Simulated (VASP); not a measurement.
# BaTiO3 (Pm-3m) in VASP: single point with PBE

Aim: the single point of BaTiO3 with PBE.

Everything below comes from runs of VASP 6.6.1. Logs are shortened: lines on timing, memory, paths and dates and some standing lists are left out, and cuts for length are marked.

**1. The cell of the first run**

The structure is cubic, space group Pm-3m (No. 221). Conventional cell: a = 4.029 Å, b = 4.029 Å, c = 4.029 Å, α = 90.00°, β = 90.00°, γ = 90.00°. Within 3.8 Å of Ba (site symmetry m-3m) lie 12 O at 2.85 Å and 8 Ti at 3.49 Å. Within 2.7 Å of Ti (site symmetry m-3m) lie 6 O at 2.01 Å. Within 2.7 Å of O (site symmetry 4/mmm) lie 2 Ti at 2.01 Å.

**2. Single point, PBE**

File INCAR:

```
  ALGO = Normal
  EDIFF = 1E-6
  ENCUT = 520
  GGA = PE
  ISIF = 2
  ISMEAR = -1
  LASPH = True
  LCHARG = True
  LELF = True
  LREAL = False
  LVHAR = True
  LWAVE = False
  NBANDS = 28
  NELM = 100
  PREC = Accurate
  SIGMA = 0.1
```

File KPOINTS:

```
k-points
0
Gamma
  6 6 6
```

File POSCAR:

```
BaTiO3
1.0
    4.0294103800      0.0000000000      0.0000000000
    0.0000000000      4.0294103800      0.0000000000
    0.0000000000      0.0000000000      4.0294103800
Ba Ti O
1 1 3
Direct
    0.5000000000      0.5000000000      0.5000000000
    0.0000000000      0.0000000000      0.0000000000
    0.5000000000      0.0000000000      0.0000000000
    0.0000000000      0.5000000000      0.0000000000
    0.0000000000      0.0000000000      0.5000000000
```

Potentials or basis: VASP PAW PBE potentials, release 64 (Ba_sv, Ti_sv, O).

Command:

```
cat potpaw_PBE.64/Ba_sv/POTCAR potpaw_PBE.64/Ti_sv/POTCAR potpaw_PBE.64/O/POTCAR > POTCAR
mpirun -np 1 vasp_std > vasp.out
```

OUTCAR:

```text
EDIFF = 1E-6
   ENCUT = 520
   GGA = PE
   ISIF = 2
   ISMEAR = -1
   LASPH = True
   LREAL = False
   NELM = 100
   PREC = Accurate

 ion  position               nearest neighbor table
   1  0.500  0.500  0.500-   3 2.85   4 2.85   5 2.85   3 2.85   4 2.85   3 2.85   5 2.85   3 2.85
                             4 2.85   5 2.85   4 2.85   5 2.85   2 3.49   2 3.49   2 3.49   2 3.49
   2  0.000  0.000  0.000-   3 2.01   4 2.01   5 2.01   5 2.01   4 2.01   3 2.01   1 3.49   1 3.49
                             1 3.49   1 3.49   1 3.49   1 3.49   1 3.49   1 3.49
   3  0.500  0.000  0.000-   2 2.01   2 2.01   1 2.85   1 2.85   1 2.85   1 2.85
   4  0.000  0.500  0.000-   2 2.01   2 2.01   1 2.85   1 2.85   1 2.85   1 2.85
   5  0.000  0.000  0.500-   2 2.01   2 2.01   1 2.85   1 2.85   1 2.85   1 2.85

  LATTYP: Found a simple cubic cell.
 ALAT       =     4.0294103800

  Lattice vectors:

 A1 = (   4.0294103800,   0.0000000000,   0.0000000000)
 A2 = (   0.0000000000,   4.0294103800,   0.0000000000)
 A3 = (   0.0000000000,   0.0000000000,   4.0294103800)

Analysis of symmetry for initial positions (statically):
=====================================================================
 Subroutine PRICEL returns:
 Original cell was already a primitive cell.

 Routine SETGRP: Setting up the symmetry group for a
 simple cubic supercell.

 Subroutine GETGRP returns: Found 48 space group operations
 (whereof 48 operations were pure point group operations)
 out of a pool of 48 trial point group operations.

The static configuration has the point symmetry O_h .

Analysis of symmetry for dynamics (positions and initial velocities):
=====================================================================
 Subroutine PRICEL returns:
 Original cell was already a primitive cell.

 Routine SETGRP: Setting up the symmetry group for a
 simple cubic supercell.

 Subroutine GETGRP returns: Found 48 space group operations
 (whereof 48 operations were pure point group operations)
 out of a pool of 48 trial point group operations.

The dynamic configuration has the point symmetry O_h .

 Subroutine INISYM returns: Found 48 space group operations
 (whereof 48 operations are pure point group operations),
 and found     1 'primitive' translations

----------------------------------------------------------------------------------------

                                     Primitive cell

  volume of cell :      65.4221

  direct lattice vectors                    reciprocal lattice vectors
     4.029410380  0.000000000  0.000000000     0.248175268  0.000000000  0.000000000
     0.000000000  4.029410380  0.000000000     0.000000000  0.248175268  0.000000000
     0.000000000  0.000000000  4.029410380     0.000000000  0.000000000  0.248175268

  length of vectors
     4.029410380  4.029410380  4.029410380     0.248175268  0.248175268  0.248175268

  position of ions in fractional coordinates (direct lattice)
     0.500000000  0.500000000  0.500000000
     0.000000000  0.000000000  0.000000000
     0.500000000  0.000000000  0.000000000
     0.000000000  0.500000000  0.000000000
     0.000000000  0.000000000  0.500000000

  ion indices of the primitive-cell ions
   primitive index   ion index
                 1           1
                 2           2
                 3           3
                 4           4
                 5           5

----------------------------------------------------------------------------------------

 KPOINTS: k-points

Automatic generation of k-mesh.
 Grid dimensions read from file:
 generate k-points for:    6    6    6

 Generating k-lattice:

  Cartesian coordinates                     Fractional coordinates (reciprocal lattice)
     0.041362545  0.000000000  0.000000000     0.166666667  0.000000000  0.000000000
     0.000000000  0.041362545  0.000000000     0.000000000  0.166666667  0.000000000
     0.000000000  0.000000000  0.041362545     0.000000000  0.000000000  0.166666667

  Length of vectors
     0.041362545  0.041362545  0.041362545

  Shift w.r.t. Gamma in fractional coordinates (k-lattice)
     0.000000000  0.000000000  0.000000000

 Subroutine IBZKPT returns following result:
 ===========================================

 Found     20 irreducible k-points:

 Following reciprocal coordinates:
            Coordinates               Weight
  0.000000  0.000000  0.000000      1.000000
  0.166667  0.000000  0.000000      6.000000
  0.333333  0.000000  0.000000      6.000000
  0.500000  0.000000  0.000000      3.000000
  0.166667  0.166667  0.000000     12.000000
  0.333333  0.166667  0.000000     24.000000
[... 12 lines left out ...]
  0.500000  0.500000  0.333333      6.000000
  0.500000  0.500000  0.500000      1.000000
   k-points           NKPTS =     20   k-points in BZ     NKDIM =     20   number of bands    NBANDS=     28
   number of dos      NEDOS =    301   number of ions     NIONS =      5
   total plane-waves  NPLWV =  27000
   dimension x,y,z NGX =    30 NGY =   30 NGZ =   30
   dimension x,y,z NGXF=    60 NGYF=   60 NGZF=   60
   ions per type =               1   1   3
   NGX,Y,Z   is equivalent  to a cutoff of  12.38, 12.38, 12.38 a.u.
   NGXF,Y,Z  is equivalent  to a cutoff of  24.75, 24.75, 24.75 a.u.
 SYSTEM =  unknown system
   PREC   = accura    normal or accurate (medium, high low for compatibility)
   ISTART =      0    job   : 0-new  1-cont  2-samecut
   ICHARG =      2    charge: 1-file 2-atom 10-const
   ISPIN  =      1    spin polarized calculation?
   LNONCOLLINEAR =      F non collinear calculations
   LSORBIT =      F    spin-orbit coupling
   LASPH  =      T    aspherical Exc in radial PAW
   ENCUT  =  520.0 eV  38.22 Ry    6.18 a.u.   7.49  7.49  7.49*2*pi/ulx,y,z
   NELM   =    100;   NELMIN=  2; NELMDL= -5     # of ELM steps
   EDIFF  = 0.1E-05   stopping-criterion for ELM
   LREAL  =      F    real-space projection
   EDIFFG = 0.1E-04   stopping-criterion for IOM
   NSW    =      0    number of steps for IOM
   IBRION =     -1    ionic relax: 0-MD 1-quasi-New 2-CG
   NFREE  =      0    steps in history (QN), initial steepest desc. (CG)
   ISIF   =      2    stress and relaxation
   ISYM   =      2    0-nonsym 1-usesym 2-fastsym
   POTIM  = 0.5000    time-step for ionic-motion
   TEBEG  =    0.0;   TEEND  =   0.0 temperature during run
   PSTRESS=    0.0 pullay stress
   NELECT =      40.0000    total number of electrons
   NUPDOWN=      -1.0000    fix difference up-down
   EMIN   =  10.00;   EMAX   =-10.00  energy-range for DOS
   EFERMI =   0.00;   METHOD = LEGACY
   ISMEAR =    -1;   SIGMA  =   0.10  broadening in eV -4-tet -1-fermi 0-gaus
   EFERMI_NEDOS =   21; number of points for ismear=-14 and -15
   IALGO  =     38    algorithm
   IMIX   =      4    mixing-type and parameters
     AMIX     =   0.40;   BMIX     =  1.00
     AMIX_MAG =   1.60;   BMIX_MAG =  1.00
  volume/ion in A,a.u.               =      13.08        88.30
  Fermi-wavevector in a.u.,A,eV,Ry     =   1.389483  2.625743 26.268276  1.930664
  Thomas-Fermi vector in A             =   2.513510
   LORBIT       =      0    0 simple, 1 ext, 2 COOP (PROOUT), +10 PAW based schemes
   GGA     = PE    functional components
   LHFCALC =     F    Hartree Fock is set to
   AEXX    =    0.0000 exact exchange contribution
   IVDW    =     0    specifies the selected vdW correction
   LEPSILON=     F    determine dielectric tensor
   LRPA    =     F    only Hartree local field effects (RPA)
 non-spin polarized calculation
  energy-cutoff  :      520.00
  volume of cell :       65.42
 maximum number of plane-waves:      1791
 NGX is ok and might be reduce to    30
   NGX = 15   NGY = 15   NGZ = 15

 number of electron      39.9999976 magnetization

 Free energy of the ion-electron system (eV)
  ---------------------------------------------------
  ext. energy  EPLUGINS =         0.00000000
  ---------------------------------------------------
  free energy    TOTEN  =       -39.98483535 eV

  energy without entropy =      -39.98477906  energy(sigma->0) =      -39.98480721

 E-fermi :   4.5671     XC(G=0): -11.1545

 val. band max:        3.6804131191   @ k =   0.5000   0.5000   0.5000
 cond. band min:       5.3836139185   @ k =   0.0000   0.0000   0.0000
 fundamental gap:      1.7032007994
 Fermi energy:         4.5670720650

 k-point     1 :       0.0000    0.0000    0.0000
  band No.  band energies     occupation
      1     -53.0433      2.00000
      2     -29.2437      2.00000
      3     -29.2437      2.00000
      4     -29.2437      2.00000
      5     -21.1814      2.00000
      6     -13.1666      2.00000
[... 20 lines left out ...]
     27       8.7084      0.00000
     28      10.8445      0.00000

 k-point     2 :       0.1667    0.0000    0.0000
  band No.  band energies     occupation
      1     -53.0431      2.00000
      2     -29.2555      2.00000
      3     -29.2432      2.00000
      4     -29.2432      2.00000
      5     -21.1552      2.00000
      6     -13.1804      2.00000
[... 20 lines left out ...]
     27       9.2291      0.00000
     28      11.4936      0.00000

 k-point     3 :       0.3333    0.0000    0.0000
  band No.  band energies     occupation
      1     -53.0427      2.00000
      2     -29.2790      2.00000
      3     -29.2423      2.00000
      4     -29.2423      2.00000
      5     -21.1017      2.00000
      6     -13.2854      2.00000
[... 20 lines left out ...]
     27      10.4335      0.00000
     28      11.8752      0.00000

 k-point     4 :       0.5000    0.0000    0.0000
  band No.  band energies     occupation
      1     -53.0424      2.00000
      2     -29.2907      2.00000
      3     -29.2418      2.00000
      4     -29.2418      2.00000
      5     -21.0744      2.00000
      6     -13.3589      2.00000
[... 454 lines left out ...]
     27      11.2625      0.00000
     28      11.2867      0.00000

 k-point    19 :       0.5000    0.5000    0.3333
  band No.  band energies     occupation
      1     -53.0409      2.00000
      2     -29.2862      2.00000
      3     -29.2862      2.00000
      4     -29.2743      2.00000
      5     -20.9590      2.00000
      6     -12.4146      2.00000
[... 20 lines left out ...]
     27      10.9505      0.00000
     28      11.1334      0.00000

 k-point    20 :       0.5000    0.5000    0.5000
  band No.  band energies     occupation
      1     -53.0407      2.00000
      2     -29.2856      2.00000
      3     -29.2856      2.00000
      4     -29.2856      2.00000
      5     -20.9437      2.00000
      6     -12.2769      2.00000
[... 20 lines left out ...]
     27      11.1336      0.00000
     28      11.1336      0.00000

------------------------ aborting loop because EDIFF is reached ----------------------------------------

  FORCE on cell =-STRESS in cart. coord.  units (eV):
  Direction    XX          YY          ZZ          XY          YZ          ZX
  --------------------------------------------------------------------------------------
  -------------------------------------------------------------------------------------
  Total        0.1882381      0.1882381      0.1882381      0.0000000     -0.0000000     -0.0000000
  in kB        4.6099234      4.6099234      4.6099234      0.0000000     -0.0000000     -0.0000000
  external PRESSURE =       4.6099234 kB  Pullay stress =       0.0000000 kB

 VOLUME and BASIS-vectors are now :
 -----------------------------------------------------------------------------
  energy-cutoff  :      520.00
  volume of cell :       65.42
      direct lattice vectors                 reciprocal lattice vectors
     4.029410380  0.000000000  0.000000000     0.248175268  0.000000000  0.000000000
     0.000000000  4.029410380  0.000000000     0.000000000  0.248175268  0.000000000
     0.000000000  0.000000000  4.029410380     0.000000000  0.000000000  0.248175268

 POSITION                                       TOTAL-FORCE (eV/Angst)
 -----------------------------------------------------------------------------------
      2.01471      2.01471      2.01471         0.000000      0.000000      0.000000
      0.00000      0.00000      0.00000         0.000000      0.000000      0.000000
      2.01471      0.00000      0.00000         0.000000      0.000000      0.000000
      0.00000      2.01471      0.00000         0.000000      0.000000      0.000000
      0.00000      0.00000      2.01471         0.000000      0.000000      0.000000
 -----------------------------------------------------------------------------------
    total drift:                                0.000000     -0.000000      0.000000

  FREE ENERGIE OF THE ION-ELECTRON SYSTEM (eV)
  ---------------------------------------------------
  free  energy   TOTEN  =       -39.9848353512 eV

  energy  without entropy=      -39.9847790613  energy(sigma->0) =      -39.98480721
```

Run time: 41 s. Hardware: 1 thread of Intel Xeon Platinum 8375C at 2.90GHz (Ice Lake), shared host; peak memory 0.19 GiB.

What came out:

* Free energy: -39.9848 eV
* Pressure: 0.5 GPa
* Band gap on the k mesh: 1.70 eV, indirect (least direct gap 1.87 eV)

Levels at points of the mesh, in eV from the valence-band top:
| k point | band 16 | band 17 | band 18 | band 19 | band 20 | band 21 | band 22 | band 23 | band 24 | band 25 |
| --- | --- | --- | --- | --- | --- | --- | --- | --- | --- | --- |
| (0.00, 0.00, 0.00) | -1.06 | -1.06 | -0.16 | -0.16 | -0.16 | 1.70 | 1.70 | 1.70 | 3.76 | 3.76 |
| (0.50, 0.00, 0.00) | -1.86 | -1.80 | -1.80 | -0.71 | -0.71 | 1.85 | 3.38 | 3.38 | 3.77 | 5.73 |
| (0.50, 0.50, 0.00) | -2.62 | -1.73 | -0.88 | -0.88 | -0.09 | 3.39 | 3.39 | 3.79 | 4.59 | 7.45 |
| (0.50, 0.50, 0.50) | -2.41 | -2.41 | 0.00 | 0.00 | 0.00 | 4.03 | 4.03 | 4.03 | 6.63 | 6.63 |

Caveat: spin-orbit coupling is left out, which moves the levels of the heavy elements. A k mesh can miss the band edges.
